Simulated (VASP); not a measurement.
A run of VASP 6.6.1 is set up as follows.

File INCAR:

```
PREC = Accurate ; ENCUT = 600
EDIFF = 1E-7 ; ISMEAR = -1
SIGMA = 0.02 ; LREAL = False
LASPH = True ; NELM = 100
ALGO = Normal ; ISIF = 3
LWAVE = False ; LCHARG = False
GGA = CA ; IBRION = 2
NSW = 80 ; EDIFFG = -0.005
```

KPOINTS

```
Automatic mesh
0
Gamma
  6 6 6
```

Contents of POSCAR:

```
Sn
1.0
    0.0000000000      3.3291268295      3.3291268295
    3.3291268295      0.0000000000      3.3291268295
    3.3291268295      3.3291268295      0.0000000000
Sn
2
Direct
    0.0000000000      0.0000000000      0.0000000000
    0.2500000000      0.2500000000      0.2500000000
```

Potentials or basis: VASP PAW LDA potentials, release 64 (Sn_d).

Launch:

```sh
$ cat potpaw_LDA.64/Sn_d/POTCAR > POTCAR
$ mpirun -np 1 vasp_std > vasp.out
```

Question: What does it give for the space group after relaxing (to 0.05 Å)?

Answer: Fd-3m (No. 227).

Question: Predict the band gap on the k mesh.

Answer: Zero (band 14 reaches 5.51 eV, above the bottom of band 15 at 5.33 eV).

Question: Estimate the relaxed volume.

Answer: 33.99 Å³/atom.

Final structure:
```yaml
crystal:
  lattice:
    - [0.00000, 3.23933, 3.23933]
    - [3.23933, 0.00000, 3.23933]
    - [3.23933, 3.23933, 0.00000]
  atoms:
    - { symbol: Sn, position: [0.00000, 0.00000, 0.00000] }
    - { symbol: Sn, position: [0.25000, 0.25000, 0.25000] }
```

Caveat: spin-orbit coupling is left out, which moves the levels of the heavy elements.
